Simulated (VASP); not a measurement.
Input of a VASP 6.6.1 run:

File INCAR:

```
SYSTEM = BaTiO3
PREC = Accurate
ENCUT = 600
EDIFF = 1E-7
ISMEAR = 0
SIGMA = 0.01
LREAL = .False.
LASPH = .True.
NELM = 120
ALGO = Normal
ISIF = 3
LWAVE = .False.
LCHARG = .False.
GGA = PS
IVDW = 12
IBRION = 2
NSW = 80
EDIFFG = -0.01
GGA_COMPAT = .False.
NELMIN = 4
```

File KPOINTS:

```
Automatic mesh
0
Gamma
  6 6 6
  0 0 0
```

Contents of POSCAR:

```
BaTiO3
1.0
    3.9855000000      0.0000000000      0.0000000000
    0.0000000000      2.8369000000     -2.8451500000
    0.0000000000      2.8369000000      2.8451500000
Ba Ti O
1 1 3
Direct
    0.0000000000      0.0000000000      0.0000000000
    0.5000000000      0.4876000000      0.5124000000
    0.0000000000      0.5126000000      0.4874000000
    0.5000000000      0.0081600000      0.5052400000
    0.5000000000      0.4947600000      0.9918400000
```

Potentials or basis: VASP PAW PBE potentials, release 64 (Ba_sv, Ti_sv, O).

Run with:

```sh
$ cat potpaw_PBE.64/Ba_sv/POTCAR potpaw_PBE.64/Ti_sv/POTCAR potpaw_PBE.64/O/POTCAR > POTCAR
$ mpirun -np 1 vasp_std > vasp.out
```

Problem. Predict the relaxed volume.

Solution. 12.48 Å³/atom.

Problem. Estimate the band gap on the k mesh.

Solution. 1.97 eV (least direct gap 2.21 eV).

Forces in eV/Å, atoms in the order of the input:
```
Ba   0.000  0.000  0.009
Ti   0.000  0.000  0.005
O    0.000  0.000 -0.009
O    0.000  0.003 -0.002
O    0.000 -0.003 -0.002
```

Caveat: the PAW data sets were made with another functional, which shifts forces and pressure a little; spin-orbit coupling is left out, which moves the levels of the heavy elements. A k mesh can miss the band edges.
